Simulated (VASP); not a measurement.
# CdF2 in VASP: further runs

Aim: see how the results for CdF2 move with the level of theory and the settings. Levels: PBEsol, revPBE, LDA. Tasks: single point.

Program: VASP 6.6.1. These are calculated values, not measurements. Logs are shortened: lines on timing, memory, paths and dates and some standing lists are left out, and cuts for length are marked.

**1. The cell of the first run**

It takes space group Fm-3m (No. 225, cubic). The conventional cell has a = 5.459 Å, b = 5.459 Å, c = 5.459 Å, α = 90.00°, β = 90.00°, γ = 90.00°. Cd (site symmetry m-3m) has 8 F at 2.36 Å within 3.1 Å. Within 3.1 Å of F (site symmetry -43m) lie 4 Cd at 2.36 Å and 6 F at 2.73 Å.

**2. Single point, PBEsol (volume scaled by 1.04)**

Input file INCAR:

```
ALGO = Normal ; EDIFF = 1E-6
ENCUT = 520 ; GGA = PS
ISIF = 2 ; ISMEAR = -1
LASPH = T ; LCHARG = F
LREAL = F ; LWAVE = F
NBANDS = 20 ; NELM = 60
PREC = Accurate ; SIGMA = 0.05
```

Input file KPOINTS:

```
k-points
0
Gamma
  9 9 9
```

Input file POSCAR:

```
CdF2
1.0
    0.0000000000      2.7294514339      2.7294514339
    2.7294514339      0.0000000000      2.7294514339
    2.7294514339      2.7294514339      0.0000000000
Cd F
1 2
Direct
    0.0000000000      0.0000000000      0.0000000000
    0.7500000000      0.7500000000      0.7500000000
    0.2500000000      0.2500000000      0.2500000000
```

Potentials or basis: VASP PAW PBE potentials, release 64 (Cd, F).

Command:

```
$ cat potpaw_PBE.64/Cd/POTCAR potpaw_PBE.64/F/POTCAR > POTCAR
$ mpirun -np 1 vasp_std > vasp.out
```

OUTCAR:

```text
EDIFF = 1E-6
   ENCUT = 520
   GGA = PS
   ISIF = 2
   ISMEAR = -1
   LASPH = T
   LREAL = F
   NELM = 60
   PREC = Accurate

 ion  position               nearest neighbor table
   1  0.000  0.000  0.000-   2 2.36   2 2.36   2 2.36   2 2.36   3 2.36   3 2.36   3 2.36   3 2.36

   2  0.750  0.750  0.750-   1 2.36   1 2.36   1 2.36   1 2.36
   3  0.250  0.250  0.250-   1 2.36   1 2.36   1 2.36   1 2.36

  LATTYP: Found a face centered cubic cell.
 ALAT       =     5.4589028678

  Lattice vectors:

 A1 = (   0.0000000000,   2.7294514339,   2.7294514339)
 A2 = (   2.7294514339,   0.0000000000,   2.7294514339)
 A3 = (   2.7294514339,   2.7294514339,   0.0000000000)

Analysis of symmetry for initial positions (statically):
=====================================================================
 Subroutine PRICEL returns:
 Original cell was already a primitive cell.

 Routine SETGRP: Setting up the symmetry group for a
 face centered cubic supercell.

 Subroutine GETGRP returns: Found 48 space group operations
[... 9 lines left out ...]

 Routine SETGRP: Setting up the symmetry group for a
 face centered cubic supercell.

 Subroutine GETGRP returns: Found 48 space group operations
[... 11 lines left out ...]
                                     Primitive cell

  volume of cell :      40.6683

  direct lattice vectors                    reciprocal lattice vectors
     0.000000000  2.729451434  2.729451434    -0.183186993  0.183186993  0.183186993
     2.729451434  0.000000000  2.729451434     0.183186993 -0.183186993  0.183186993
     2.729451434  2.729451434  0.000000000     0.183186993  0.183186993 -0.183186993

  length of vectors
     3.860027236  3.860027236  3.860027236     0.317289179  0.317289179  0.317289179

  position of ions in fractional coordinates (direct lattice)
     0.000000000  0.000000000  0.000000000
     0.750000000  0.750000000  0.750000000
     0.250000000  0.250000000  0.250000000

  ion indices of the primitive-cell ions
   primitive index   ion index
                 1           1
                 2           2
                 3           3

----------------------------------------------------------------------------------------

 KPOINTS: k-points

Automatic generation of k-mesh.
 Grid dimensions read from file:
 generate k-points for:    9    9    9

 Generating k-lattice:

  Cartesian coordinates                     Fractional coordinates (reciprocal lattice)
    -0.020354110  0.020354110  0.020354110     0.111111111  0.000000000  0.000000000
     0.020354110 -0.020354110  0.020354110     0.000000000  0.111111111  0.000000000
     0.020354110  0.020354110 -0.020354110     0.000000000  0.000000000  0.111111111

  Length of vectors
     0.035254353  0.035254353  0.035254353

  Shift w.r.t. Gamma in fractional coordinates (k-lattice)
     0.000000000  0.000000000  0.000000000

 Subroutine IBZKPT returns following result:
 ===========================================

 Found     35 irreducible k-points:

 Following reciprocal coordinates:
            Coordinates               Weight
  0.000000  0.000000  0.000000      1.000000
  0.111111  0.000000  0.000000      8.000000
  0.222222  0.000000  0.000000      8.000000
  0.333333  0.000000  0.000000      8.000000
  0.444444  0.000000  0.000000      8.000000
  0.111111  0.111111  0.000000      6.000000
[... 16 lines left out ...]
 -0.333333  0.333333  0.000000     12.000000
  0.444444  0.444444  0.000000      6.000000
 [... further k-points ...]
   k-points           NKPTS =     35   k-points in BZ     NKDIM =     35   number of bands    NBANDS=     20
   number of dos      NEDOS =    301   number of ions     NIONS =      3
   total plane-waves  NPLWV =  27000
   dimension x,y,z NGX =    30 NGY =   30 NGZ =   30
   dimension x,y,z NGXF=    60 NGYF=   60 NGZF=   60
   ions per type =               1   2
   NGX,Y,Z   is equivalent  to a cutoff of  12.92, 12.92, 12.92 a.u.
   NGXF,Y,Z  is equivalent  to a cutoff of  25.84, 25.84, 25.84 a.u.
 SYSTEM =  unknown system
   PREC   = accura    normal or accurate (medium, high low for compatibility)
   ISTART =      0    job   : 0-new  1-cont  2-samecut
   ICHARG =      2    charge: 1-file 2-atom 10-const
   ISPIN  =      1    spin polarized calculation?
   LNONCOLLINEAR =      F non collinear calculations
   LSORBIT =      F    spin-orbit coupling
   LASPH  =      T    aspherical Exc in radial PAW
   ENCUT  =  520.0 eV  38.22 Ry    6.18 a.u.   7.18  7.18  7.18*2*pi/ulx,y,z
   NELM   =     60;   NELMIN=  2; NELMDL= -5     # of ELM steps
   EDIFF  = 0.1E-05   stopping-criterion for ELM
   LREAL  =      F    real-space projection
   EDIFFG = 0.1E-04   stopping-criterion for IOM
   NSW    =      0    number of steps for IOM
   IBRION =     -1    ionic relax: 0-MD 1-quasi-New 2-CG
   NFREE  =      0    steps in history (QN), initial steepest desc. (CG)
   ISIF   =      2    stress and relaxation
   ISYM   =      2    0-nonsym 1-usesym 2-fastsym
   POTIM  = 0.5000    time-step for ionic-motion
   TEBEG  =    0.0;   TEEND  =   0.0 temperature during run
   PSTRESS=    0.0 pullay stress
   NELECT =      26.0000    total number of electrons
   NUPDOWN=      -1.0000    fix difference up-down
   EMIN   =  10.00;   EMAX   =-10.00  energy-range for DOS
   EFERMI =   0.00;   METHOD = LEGACY
   ISMEAR =    -1;   SIGMA  =   0.05  broadening in eV -4-tet -1-fermi 0-gaus
   EFERMI_NEDOS =   21; number of points for ismear=-14 and -15
   IALGO  =     38    algorithm
   IMIX   =      4    mixing-type and parameters
     AMIX     =   0.40;   BMIX     =  1.00
     AMIX_MAG =   1.60;   BMIX_MAG =  1.00
  volume/ion in A,a.u.               =      13.56        91.48
  Fermi-wavevector in a.u.,A,eV,Ry     =   1.410308  2.665095 27.061554  1.988968
  Thomas-Fermi vector in A             =   2.532275
   LORBIT       =      0    0 simple, 1 ext, 2 COOP (PROOUT), +10 PAW based schemes
   GGA     = PS    functional components
[... 5 lines left out ...]
 non-spin polarized calculation
  energy-cutoff  :      520.00
  volume of cell :       40.67
 maximum number of plane-waves:      1113
 NGX is ok and might be reduce to    30
   NGX = 15   NGY = 15   NGZ = 15

 number of electron      25.9999990 magnetization

 Free energy of the ion-electron system (eV)
  ---------------------------------------------------
  ext. energy  EPLUGINS =         0.00000000
  ---------------------------------------------------
  free energy    TOTEN  =       -11.58130535 eV

  energy without entropy =      -11.58130535  energy(sigma->0) =      -11.58130535

 E-fermi :  -0.6269     XC(G=0): -10.4901

 val. band max:       -1.7590541467   @ k =  -0.3333   0.4444   0.2222
 cond. band min:       1.0413590132   @ k =   0.0000   0.0000   0.0000
 fundamental gap:      2.8004131599
 Fermi energy:        -0.6269101981

 k-point     1 :       0.0000    0.0000    0.0000
  band No.  band energies     occupation
      1     -22.2331      2.00000
      2     -21.2059      2.00000
      3      -7.2434      2.00000
      4      -7.2434      2.00000
      5      -7.2434      2.00000
      6      -6.1587      2.00000
[... 12 lines left out ...]
     19      17.6624      0.00000
     20      17.6624      0.00000

 k-point     2 :       0.1111    0.0000    0.0000
  band No.  band energies     occupation
      1     -22.1971      2.00000
      2     -21.2383      2.00000
      3      -7.1999      2.00000
      4      -7.1999      2.00000
      5      -7.1222      2.00000
      6      -6.1711      2.00000
[... 12 lines left out ...]
     19      17.3325      0.00000
     20      17.3325      0.00000

 k-point     3 :       0.2222    0.0000    0.0000
  band No.  band energies     occupation
      1     -22.0955      2.00000
      2     -21.3281      2.00000
      3      -7.0938      2.00000
      4      -7.0938      2.00000
      5      -6.7902      2.00000
      6      -6.1864      2.00000
[... 12 lines left out ...]
     19      16.7398      0.00000
     20      17.1538      0.00000

 k-point     4 :       0.3333    0.0000    0.0000
  band No.  band energies     occupation
      1     -21.9500      2.00000
      2     -21.4579      2.00000
      3      -6.9897      2.00000
      4      -6.9897      2.00000
      5      -6.3450      2.00000
      6      -6.1603      2.00000
[... 12 lines left out ...]
     19      16.2656      0.00000
     20      16.9777      0.00000

 k-point     5 :       0.4444    0.0000    0.0000
  band No.  band energies     occupation
      1     -21.7877      2.00000
      2     -21.6085      2.00000
      3      -6.9393      2.00000
      4      -6.9393      2.00000
      5      -6.1045      2.00000
      6      -6.1045      2.00000
[... 12 lines left out ...]
     19      16.0169      0.00000
     20      16.5329      0.00000

 k-point     6 :       0.1111    0.1111    0.0000
  band No.  band energies     occupation
      1     -22.1855      2.00000
      2     -21.2478      2.00000
      3      -7.1789      2.00000
      4      -7.1789      2.00000
      5      -7.0920      2.00000
      6      -6.2129      2.00000
[... 12 lines left out ...]
     19      17.1795      0.00000
     20      17.7844      0.00000

 k-point     7 :       0.2222    0.1111    0.0000
  band No.  band energies     occupation
      1     -22.1082      2.00000
      2     -21.3154      2.00000
      3      -7.0847      2.00000
      4      -7.0842      2.00000
      5      -6.8408      2.00000
      6      -6.2717      2.00000
[... 12 lines left out ...]
     19      17.5804      0.00000
     20      18.1043      0.00000
[... 277 lines left out ...]
 k-point    20 :       0.3333    0.3333    0.0000
  band No.  band energies     occupation
      1     -21.9137      2.00000
      2     -21.4663      2.00000
      3      -6.7164      2.00000
      4      -6.7011      2.00000
      5      -6.7011      2.00000
      6      -6.2510      2.00000
[... 12 lines left out ...]
     19      18.0066      0.00000
     20      18.6817      0.00000

 k-point    21 :       0.4444    0.3333    0.0000
  band No.  band energies     occupation
      1     -21.8378      2.00000
      2     -21.5276      2.00000
      3      -6.8449      2.00000
      4      -6.5726      2.00000
      5      -6.5116      2.00000
      6      -6.0753      2.00000
[... 12 lines left out ...]
     19      17.8883      0.00000
     20      18.7512      0.00000

 k-point    22 :      -0.4444    0.3333    0.0000
  band No.  band energies     occupation
      1     -21.7554      2.00000
      2     -21.6036      2.00000
      3      -6.8428      2.00000
      4      -6.5205      2.00000
      5      -6.3133      2.00000
      6      -6.1481      2.00000
[... 12 lines left out ...]
     19      18.3948      0.00000
     20      18.5195      0.00000

 k-point    23 :      -0.3333    0.3333    0.0000
  band No.  band energies     occupation
      1     -21.6916      2.00000
      2     -21.6737      2.00000
      3      -6.8031      2.00000
      4      -6.5700      2.00000
      5      -6.2573      2.00000
      6      -6.1554      2.00000
[... 12 lines left out ...]
     19      17.2515      0.00000
     20      19.4806      0.00000

 k-point    24 :       0.4444    0.4444    0.0000
  band No.  band energies     occupation
      1     -21.8144      2.00000
      2     -21.5397      2.00000
      3      -6.9806      2.00000
      4      -6.4267      2.00000
      5      -6.4267      2.00000
      6      -6.0554      2.00000
[... 12 lines left out ...]
     19      17.2439      0.00000
     20      19.1827      0.00000

 [... further k-points ...]
[... 5 lines left out ...]
  --------------------------------------------------------------------------------------
  -------------------------------------------------------------------------------------
  Total       -0.8765873     -0.8765873     -0.8765873     -0.0000000     -0.0000000      0.0000000
  in kB      -34.5342206    -34.5342206    -34.5342206     -0.0000000     -0.0000000      0.0000000
  external PRESSURE =     -34.5342206 kB  Pullay stress =       0.0000000 kB

 VOLUME and BASIS-vectors are now :
 -----------------------------------------------------------------------------
  energy-cutoff  :      520.00
  volume of cell :       40.67
      direct lattice vectors                 reciprocal lattice vectors
     0.000000000  2.729451434  2.729451434    -0.183186993  0.183186993  0.183186993
     2.729451434  0.000000000  2.729451434     0.183186993 -0.183186993  0.183186993
     2.729451434  2.729451434  0.000000000     0.183186993  0.183186993 -0.183186993

 POSITION                                       TOTAL-FORCE (eV/Angst)
 -----------------------------------------------------------------------------------
      0.00000      0.00000      0.00000         0.000000      0.000000      0.000000
      4.09418      4.09418      4.09418        -0.000000     -0.000000     -0.000000
      1.36473      1.36473      1.36473         0.000000      0.000000     -0.000000
 -----------------------------------------------------------------------------------
    total drift:                                0.000000     -0.000000      0.000000

  FREE ENERGIE OF THE ION-ELECTRON SYSTEM (eV)
  ---------------------------------------------------
  free  energy   TOTEN  =       -11.5813053525 eV

  energy  without entropy=      -11.5813053525  energy(sigma->0) =      -11.58130535
```

Run time: 22 s. Hardware: 1 thread of Intel Xeon Platinum 8375C at 2.90GHz (Ice Lake), shared host; peak memory 0.18 GiB.

Results:

| Item | Value |
| --- | --- |
| Free energy | -11.5813 eV |
| Pressure | -3.5 GPa |
| Band gap on the k mesh | 2.80 eV, indirect (least direct gap 3.31 eV) |

Caveat: the PAW data sets were made with another functional, which shifts forces and pressure a little. A k mesh can miss the band edges.

**3. Single point, PBEsol (volume scaled by 1.06)**

Input file INCAR:

```
SYSTEM = CdF2
PREC = Accurate
ENCUT = 520
EDIFF = 1E-6
ISMEAR = -1
SIGMA = 0.05
LREAL = .False.
LASPH = .True.
NELM = 100
ALGO = Normal
ISIF = 2
LWAVE = .False.
LCHARG = .True.
GGA = PS
LELF = .True.
LVHAR = .True.
NBANDS = 20
```

Input file KPOINTS:

```
regular mesh
0
Gamma
  9 9 9
  0 0 0
```

Input file POSCAR:

```
CdF2
1.0
    0.0000000000      2.7468369436      2.7468369436
    2.7468369436      0.0000000000      2.7468369436
    2.7468369436      2.7468369436      0.0000000000
Cd F
1 2
Direct
    0.0000000000      0.0000000000      0.0000000000
    0.7500000000      0.7500000000      0.7500000000
    0.2500000000      0.2500000000      0.2500000000
```

Potentials or basis: VASP PAW PBE potentials, release 64 (Cd, F).

Command:

```
$ cat potpaw_PBE.64/Cd/POTCAR potpaw_PBE.64/F/POTCAR > POTCAR
$ mpirun -np 1 vasp_std > vasp.out
```

Wall time 22 s (1 thread of Intel Xeon Platinum 8375C at 2.90GHz (Ice Lake), shared host); peak memory 0.18 GiB.

Results (log left out):

| Property | Result |
| --- | --- |
| Free energy | -11.5618 eV |
| Pressure | -5.1 GPa |
| Band gap on the k mesh | 2.74 eV, indirect (least direct gap 3.27 eV) |

Levels at points of the mesh, in eV from the valence-band top:
```tsv
k point	band 11	band 12	band 13	band 14	band 15	band 16
(0.00, 0.00, 0.00)	-0.53	-0.53	-0.53	2.74	12.25	12.25
```

Caveat: the PAW data sets were made with another functional, which shifts forces and pressure a little. A k mesh can miss the band edges.

(Part 1 of 2 ends here.)
